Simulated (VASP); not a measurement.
# CsH2 (P4/nmm) in VASP: notebook, part 2 of 2

VASP 6.6.1.

## (4) Relaxation of cell and atoms, PBE

This run uses another cell than the first one, of 17.76 Å³/atom.

The input, INCAR:

```
PREC     = Accurate       # precision mode
ENCUT    = 600            # plane-wave cutoff, eV
EDIFF    = 1E-7           # SCF threshold, eV
ISMEAR   = 0              # smearing method
SIGMA    = 0.1            # smearing width, eV
LREAL    = False          # projectors in reciprocal space
LASPH    = True           # aspherical terms in the spheres
NELM     = 80             # most SCF steps
ALGO     = Normal         # electronic algorithm
ISIF     = 3              # what is computed and relaxed
LWAVE    = False          # write WAVECAR
LCHARG   = False          # write CHGCAR
GGA      = PE             # functional
IBRION   = 2              # ionic algorithm
NSW      = 90             # ionic steps
EDIFFG   = -0.04          # ionic threshold
```

The input, KPOINTS:

```
Automatic mesh
0
Gamma
  4 4 4
```

The input, POSCAR:

```
CsH2
1.0
    4.1181594786      0.0000000000      0.0000000000
    0.0000000000      4.1181594786      0.0000000000
    0.0000000000      0.0000000000      6.2834943348
Cs H
2 4
Direct
    0.0000000000      0.5000000000      0.7000000000
    0.5000000000      0.0000000000      0.3000000000
    0.0000000000      0.0000000000      0.0000000000
    0.5000000000      0.5000000000      0.0000000000
    0.0000000000      0.5000000000      0.2700000000
    0.5000000000      0.0000000000      0.7300000000
```

Potentials or basis: VASP PAW PBE potentials, release 64 (Cs_sv, H).

The run is started by

```
> cat potpaw_PBE.64/Cs_sv/POTCAR potpaw_PBE.64/H/POTCAR > POTCAR
> mpirun -np 1 vasp_std > vasp.out
```

OUTCAR:

```text
PREC = Accurate
   ENCUT = 600
   EDIFF = 1E-7
   ISMEAR = 0
   LREAL = False
   LASPH = True
   NELM = 80
   ISIF = 3
   GGA = PE
   IBRION = 2
   NSW = 90
   EDIFFG = -0.04

 ion  position               nearest neighbor table
   1  0.000  0.500  0.700-
   2  0.500  0.000  0.300-
   3  0.000  0.000  0.000-
   4  0.500  0.500  0.000-
   5  0.000  0.500  0.270-
   6  0.500  0.000  0.730-

  LATTYP: Found a simple tetragonal cell.
 ALAT       =     4.1181594786
 C/A-ratio  =     1.5258016032

  Lattice vectors:

 A1 = (   4.1181594786,   0.0000000000,   0.0000000000)
 A2 = (   0.0000000000,   4.1181594786,   0.0000000000)
 A3 = (   0.0000000000,   0.0000000000,   6.2834943348)

Analysis of symmetry for initial positions (statically):
=====================================================================
 Subroutine PRICEL returns:
 Original cell was already a primitive cell.

 Routine SETGRP: Setting up the symmetry group for a
 simple tetragonal supercell.

 Subroutine GETGRP returns: Found 16 space group operations
 (whereof  8 operations were pure point group operations)
 out of a pool of 16 trial point group operations.

The static configuration has the point symmetry D_2d.
 The point group associated with its full space group is D_4h.

Analysis of symmetry for dynamics (positions and initial velocities):
=====================================================================
 Subroutine PRICEL returns:
 Original cell was already a primitive cell.

 Routine SETGRP: Setting up the symmetry group for a
 simple tetragonal supercell.

 Subroutine GETGRP returns: Found 16 space group operations
 (whereof  8 operations were pure point group operations)
 out of a pool of 16 trial point group operations.

The dynamic configuration has the point symmetry D_2d.
 The point group associated with its full space group is D_4h.

 Subroutine INISYM returns: Found 16 space group operations
 (whereof  8 operations are pure point group operations),
 and found     1 'primitive' translations

----------------------------------------------------------------------------------------

                                     Primitive cell

  volume of cell :     106.5633

  direct lattice vectors                    reciprocal lattice vectors
[... 145 lines left out ...]
  -------------------------------------------------------------------------------------
  Total        2.5020683      2.5020683      2.2029665      0.0000000      0.0000000     -0.0000000
  in kB       37.6185627     37.6185627     33.1215712      0.0000000      0.0000000     -0.0000000
  external PRESSURE =      36.1195655 kB  Pullay stress =       0.0000000 kB
[... 101 lines left out ...]
  FREE ENERGIE OF THE ION-ELECTRON SYSTEM (eV)
  ---------------------------------------------------
  free  energy   TOTEN  =       -11.2087776912 eV

  energy  without entropy=      -11.1777859264  energy(sigma->0) =      -11.19328181

 E-fermi :  -0.1694     XC(G=0):  -7.6994

 val. band max:       -0.1757145882   @ k =   0.5000   0.2500   0.5000
 cond. band min:       0.2531097116   @ k =   0.5000   0.0000   0.2500
 fundamental gap:      0.4288242998
 Fermi energy:        -0.1694291856

 k-point     1 :       0.0000    0.0000    0.0000
  band No.  band energies     occupation
      1     -21.1970      2.00000
      2     -21.0521      2.00000
      3      -8.4778      2.00000
      4      -8.0302      2.00000
      5      -8.0302      2.00000
      6      -7.6453      2.00000
      7      -7.6453      2.00000
      8      -7.6375      2.00000
      9      -3.1133      2.00000
     10      -1.3966      2.00000
     11      -0.4459      1.99991
     12       1.9433      0.00000
     13       4.1901      0.00000
     14       4.5181      0.00000
[... 293 lines left out ...]
      2     -21.0781      2.00000
      3      -8.3723      2.00000
      4      -8.3723      2.00000
      5      -8.0762      2.00000
      6      -8.0762      2.00000
      7      -7.9882      2.00000
      8      -7.9882      2.00000
      9      -1.0064      2.00000
     10      -1.0064      2.00000
     11      -0.6620      2.00000
     12      -0.6620      2.00000
     13       4.2617      0.00000
     14       4.2617      0.00000
     15       4.4989      0.00000

[... ionic steps 4 to 22 ...]

--------------------------------------- Ionic step       23  -------------------------------------------

 number of electron      22.0000002 magnetization

------------------------ aborting loop because EDIFF is reached ----------------------------------------
[... 75 lines left out ...]
--------------------------------------- Ionic step       25  -------------------------------------------

 number of electron      22.0000001 magnetization

 Free energy of the ion-electron system (eV)
  ---------------------------------------------------
  ext. energy  EPLUGINS =         0.00000000
  ---------------------------------------------------
  free energy    TOTEN  =       -11.78131812 eV

  energy without entropy =      -11.75575372  energy(sigma->0) =      -11.76853592

 E-fermi :   0.9602     XC(G=0):  -7.9232

 val. band max:        0.9363756400   @ k =   0.5000   0.2500   0.2500
 cond. band min:       0.9723776563   @ k =   0.5000   0.2500   0.5000
 fundamental gap:      0.0360020163
 Fermi energy:         0.9601584473

 k-point     1 :       0.0000    0.0000    0.0000
  band No.  band energies     occupation
      1     -20.6350      2.00000
      2     -20.5549      2.00000
      3      -8.2889      2.00000
      4      -7.1705      2.00000
      5      -7.0477      2.00000
      6      -7.0477      2.00000
      7      -6.9077      2.00000
      8      -6.9077      2.00000
      9      -2.7902      2.00000
     10      -0.4498      2.00000
     11       0.8151      1.95975
     12       2.9855      0.00000
     13       4.5160      0.00000
     14       5.3413      0.00000
[... 338 lines left out ...]
  FREE ENERGIE OF THE ION-ELECTRON SYSTEM (eV)
  ---------------------------------------------------
  free  energy   TOTEN  =       -11.7813181203 eV

  energy  without entropy=      -11.7557537246  energy(sigma->0) =      -11.76853592

 reached required accuracy - stopping structural energy minimisation
```

CONTCAR:

```text
CsH2
   1.00000000000000
     4.0210846132676634    0.0000000000000000   -0.0000000000000000
    -0.0000000000000000    4.0210846132676634    0.0000000000000000
    -0.0000000000000000   -0.0000000000000000    7.4825150295600285
  Cs              H
     2     4
Direct
     0.0000000000000000    0.5000000000000000    0.7460243758083254
     0.5000000000000000    0.0000000000000000    0.2539756241916747
     0.0000000000000000    0.0000000000000000    0.0000000000000000
     0.5000000000000000    0.5000000000000000    0.0000000000000000
     1.0000000000000000    0.5000000000000000    0.0988579209348421
     0.5000000000000000    0.0000000000000000    0.9011420790651584

  0.00000000E+00  0.00000000E+00  0.00000000E+00
  0.00000000E+00  0.00000000E+00  0.00000000E+00
  0.00000000E+00  0.00000000E+00  0.00000000E+00
  0.00000000E+00  0.00000000E+00  0.00000000E+00
  0.00000000E+00  0.00000000E+00  0.00000000E+00
  0.00000000E+00  0.00000000E+00  0.00000000E+00
```

Run time: 6.2 min. Hardware: 1 thread of Intel Xeon 6975P-C (Granite Rapids), shared host; peak memory 0.26 GiB.

Results:

| Quantity | Value |
| --- | --- |
| Free energy | -11.7813 eV |
| Relaxed volume | 20.16 Å³/atom |
| Relaxed cell | a = 4.021 Å, b = 4.021 Å, c = 7.483 Å, α = 90.00°, β = 90.00°, γ = 90.00° |
| Space group after relaxing (to 0.1 Å) | P4/nmm (No. 129) |
| Energy gained by relaxing | 167.1 meV/atom |
| Ionic steps | 25 |
| Pressure after relaxing | 0.0 GPa |
| Largest force after relaxing | 0.020 eV/Å |
| Band gap on the k mesh | zero (bands 11 and 12 overlap by 2.18 eV) |

Forces in eV/Å, atoms in the order of the input:
```
Cs   0.000  0.000  0.020
Cs   0.000  0.000 -0.020
H    0.000  0.000  0.000
H    0.000  0.000  0.000
H    0.000  0.000  0.018
H    0.000  0.000 -0.018
```

The path:
```tsv
step	energy change (eV)	largest force (eV/Å)	pressure (GPa)	volume (Å³)
1	0.0000	0.5503	3.61	106.56
2	-0.1675	0.5169	2.39	112.86
3	-0.4302	0.3695	0.00	133.22
4	-0.4548	0.3405	-0.55	140.87
5	-0.5323	0.3441	-0.48	140.68
6	-0.6857	0.2940	0.02	139.68
7	-0.6862	0.3159	0.28	139.31
8	-0.6890	0.2638	0.15	139.49
9	-0.7212	0.2200	-0.02	140.70
10	-0.7491	0.2211	-0.33	143.53
11	-0.7861	0.0912	-0.56	141.79
12	-0.8228	0.2071	-1.04	138.27
13	-0.8610	0.1819	-0.78	132.16
14	-0.9029	0.1428	-0.12	121.28
15	-0.9067	0.1319	0.28	116.54
16	-0.9068	0.1336	0.21	117.34
17	-0.9181	0.1313	0.20	117.10
18	-0.9441	0.1196	0.20	116.24
19	-0.9621	0.2081	0.48	113.89
20	-0.9737	0.1797	0.39	114.96
21	-0.9972	0.0762	0.20	118.14
22	-0.9814	0.2338	0.14	124.37
23	-1.0020	0.0422	0.19	120.16
24	-1.0024	0.0620	-0.08	121.56
25	-1.0027	0.0204	0.02	120.99
```

Final structure:
```yaml
crystal:
  lattice:
    - [4.02108, 0.00000, 0.00000]
    - [0.00000, 4.02108, 0.00000]
    - [0.00000, 0.00000, 7.48252]
  atoms:
    - { symbol: Cs, position: [0.00000, 0.50000, 0.74602] }
    - { symbol: Cs, position: [0.50000, 0.00000, 0.25398] }
    - { symbol: H, position: [0.00000, 0.00000, 0.00000] }
    - { symbol: H, position: [0.50000, 0.50000, 0.00000] }
    - { symbol: H, position: [0.00000, 0.50000, 0.09886] }
    - { symbol: H, position: [0.50000, 0.00000, 0.90114] }
```

Caveat: the k points lie up to 0.39 Å⁻¹ apart in the final cell, too coarse for converged energies and pressures of a metal; a cell axis changed by over 15 % at a fixed basis, so the end point is rough; spin-orbit coupling is left out, which moves the levels of the heavy elements.

## (5) Single point, PBE

This run uses another cell than the first one, of 20.59 Å³/atom.

The input, INCAR:

```
SYSTEM = CsH2
ALGO = Normal ; EDIFF = 1E-6
ENCUT = 520 ; GGA = PE
ISIF = 2 ; ISMEAR = 0
LASPH = .True. ; LCHARG = .False.
LREAL = .False. ; LWAVE = .False.
NBANDS = 20 ; NELM = 80
PREC = Accurate ; SIGMA = 0.1
```

The input, KPOINTS:

```
k-points
0
Gamma
  10 10 6
  0 0 0
```

The input, POSCAR:

```
CsH2
1.0
    3.9722367565      0.0000000000      0.0000000000
    0.0000000000      3.9722367565      0.0000000000
    0.0000000000      0.0000000000      7.8282145885
Cs H
2 4
Direct
    0.0000000000      0.5000000000      0.7562084612
    0.5000000000      0.0000000000      0.2437915388
    0.0000000000      0.0000000000      0.0000000000
    0.5000000000      0.5000000000      0.0000000000
    0.0000000000      0.5000000000      0.0921396514
    0.5000000000      0.0000000000      0.9078603486
```

Potentials or basis: VASP PAW PBE potentials, release 64 (Cs_sv, H).

The run is started by

```
> cat potpaw_PBE.64/Cs_sv/POTCAR potpaw_PBE.64/H/POTCAR > POTCAR
> mpirun -np 1 vasp_std > vasp.out
```

OUTCAR:

```text
SYSTEM = CsH2
   EDIFF = 1E-6
   ENCUT = 520
   GGA = PE
   ISIF = 2
   ISMEAR = 0
   LASPH = .True.
   LREAL = .False.
   NELM = 80
   PREC = Accurate

 ion  position               nearest neighbor table
   1  0.000  0.500  0.756-
   2  0.500  0.000  0.244-
   3  0.000  0.000  0.000-
   4  0.500  0.500  0.000-
   5  0.000  0.500  0.092-
   6  0.500  0.000  0.908-

  LATTYP: Found a simple tetragonal cell.
[... 759 lines left out ...]
  --------------------------------------------------------------------------------------
  -------------------------------------------------------------------------------------
  Total        0.0530239      0.0530239      0.0688789      0.0000000      0.0000000      0.0000000
  in kB        0.6877802      0.6877802      0.8934367      0.0000000      0.0000000      0.0000000
  external PRESSURE =       0.7563324 kB  Pullay stress =       0.0000000 kB

 VOLUME and BASIS-vectors are now :
 -----------------------------------------------------------------------------
  energy-cutoff  :      520.00
  volume of cell :      123.52
      direct lattice vectors                 reciprocal lattice vectors
     3.972236757  0.000000000  0.000000000     0.251747331  0.000000000  0.000000000
     0.000000000  3.972236757  0.000000000     0.000000000  0.251747331  0.000000000
     0.000000000  0.000000000  7.828214588     0.000000000  0.000000000  0.127743049

 POSITION                                       TOTAL-FORCE (eV/Angst)
 -----------------------------------------------------------------------------------
      0.00000      1.98612      5.91976         0.000000      0.000000     -0.020751
      1.98612      0.00000      1.90845         0.000000     -0.000000      0.020751
      0.00000      0.00000      0.00000         0.000000      0.000000      0.000000
      1.98612      1.98612      0.00000        -0.000000      0.000000      0.000000
      0.00000      1.98612      0.72129        -0.000000      0.000000      0.009398
      1.98612      0.00000      7.10693        -0.000000      0.000000     -0.009398
 -----------------------------------------------------------------------------------
    total drift:                                0.000000      0.000000      0.000000

  FREE ENERGIE OF THE ION-ELECTRON SYSTEM (eV)
  ---------------------------------------------------
  free  energy   TOTEN  =       -11.8296434413 eV

  energy  without entropy=      -11.8227622413  energy(sigma->0) =      -11.82620284
```

OSZICAR:

```text
N       E                     dE             d eps       ncg     rms          rms(c)
DAV:   1     0.115562119513E+03    0.11556E+03   -0.83746E+03  3360   0.881E+02
DAV:   2    -0.303322888635E+01   -0.11860E+03   -0.11450E+03  4192   0.159E+02
DAV:   3    -0.137848543948E+02   -0.10752E+02   -0.10716E+02  4068   0.531E+01
DAV:   4    -0.139028309019E+02   -0.11798E+00   -0.11794E+00  4376   0.632E+00
DAV:   5    -0.139035895156E+02   -0.75861E-03   -0.75858E-03  4192   0.495E-01    0.376E+00
DAV:   6    -0.124252576836E+02    0.14783E+01   -0.12098E+00  3536   0.573E+00    0.207E+00
DAV:   7    -0.117891359266E+02    0.63612E+00   -0.33506E+00  3592   0.729E+00    0.114E+00
DAV:   8    -0.118559181661E+02   -0.66782E-01   -0.63696E-01  3696   0.313E+00    0.448E-01
DAV:   9    -0.118335201641E+02    0.22398E-01   -0.29998E-01  3732   0.219E+00    0.246E-01
DAV:  10    -0.118306376433E+02    0.28825E-02   -0.22919E-02  3936   0.615E-01    0.159E-01
DAV:  11    -0.118300826817E+02    0.55496E-03   -0.18961E-02  3564   0.458E-01    0.839E-02
DAV:  12    -0.118296448899E+02    0.43779E-03   -0.47420E-03  3692   0.276E-01    0.231E-02
DAV:  13    -0.118296443874E+02    0.50244E-06   -0.20665E-04  3996   0.625E-02    0.781E-03
DAV:  14    -0.118296504089E+02   -0.60215E-05   -0.13867E-04  3788   0.428E-02    0.786E-03
DAV:  15    -0.118296432688E+02    0.71400E-05   -0.32913E-05  3788   0.231E-02    0.312E-03
DAV:  16    -0.118296434413E+02   -0.17241E-06   -0.26422E-06  3476   0.632E-03
   1 F= -.11829643E+02 E0= -.11826203E+02  d E =-.688120E-02
```

stdout:

```text
POSCAR found type information on POSCAR CsH
 POSCAR found :  2 types and       6 ions
 scaLAPACK will be used
 LDA part: xc-table for (Slater+PW92), standard interpolation
 POSCAR, INCAR and KPOINTS ok, starting setup
 FFT: planning ... GRIDC
 FFT: planning ... GRID_SOFT
 FFT: planning ... GRID
 WAVECAR not read
 entering main loop
```

Wall time 98 s (1 thread of Intel Xeon 6975P-C (Granite Rapids), shared host); peak memory 0.32 GiB.

What came out:

* Free energy: -11.8296 eV
* Pressure: 0.1 GPa
* Largest force: 0.021 eV/Å
* Band gap on the k mesh: zero (bands 11 and 12 overlap by 2.27 eV)

Forces on the atoms (eV/Å):
```
Cs   0.000  0.000 -0.021
Cs   0.000  0.000  0.021
H    0.000  0.000  0.000
H    0.000  0.000  0.000
H    0.000  0.000  0.009
H    0.000  0.000 -0.009
```

Levels at points of the mesh, in eV from the Fermi level:
```
           k point  band 7  band 8  band 9  band 10  band 11  band 12  band 13  band 14  band 15  band 16
(0.00, 0.00, 0.00)   -8.11   -8.11   -4.01    -1.62    -0.31     1.49     3.03     3.53     3.98     4.34
(0.50, 0.00, 0.00)   -8.04   -8.04   -2.44    -2.44     0.87     0.87     2.13     2.13     4.57     4.57
(0.50, 0.50, 0.00)   -8.52   -8.52   -1.97    -1.97    -1.40    -1.40     3.73     3.73     3.87     3.87
(0.00, 0.00, 0.50)   -8.15   -8.15   -3.67    -1.62    -0.29     1.04     2.04     3.07     4.61     5.11
(0.50, 0.00, 0.50)   -8.04   -8.04   -2.59    -2.59     0.82     0.82     2.77     2.77     3.99     3.99
(0.50, 0.50, 0.50)   -8.52   -8.52   -1.85    -1.85    -1.27    -1.27     2.81     2.81     3.07     3.07
```

Caveat: spin-orbit coupling is left out, which moves the levels of the heavy elements.

## (6) Summary

```tsv
task	cell	k mesh	cutoff (eV)	gap on the mesh (eV)	pressure (GPa)	largest force (eV/Å)
single point	a = 4.018, b = 4.018, c = 7.449 Å, 6 atoms, atomic positions A	4 × 4 × 4	520	none	0.1	0.03
single point	a = 3.972, b = 3.972, c = 7.828 Å, 6 atoms, atomic positions B	6 × 6 × 4	520	none	0.1	-
relaxation of cell and atoms	relaxed from a = 4.118, b = 4.118, c = 6.283 Å, 6 atoms, atomic positions C	4 × 4 × 4	600	none	0.0	0.02
single point	a = 3.972, b = 3.972, c = 7.828 Å, 6 atoms, atomic positions B	10 × 10 × 6	520	none	0.1	0.02
```

Alike in all rows: level PBE; potentials or basis VASP PAW PBE potentials, release 64 (Cs_sv, H); no spin polarisation; smearing gaussian 0.1 eV.

Caveats: some runs use coarse meshes; spin-orbit coupling is left out, which moves the levels of the heavy elements; a cell axis changed by over 15 % at a fixed basis, so the end point is rough (at least some runs).

Absolute energies hang on the potentials; compare differences alone.
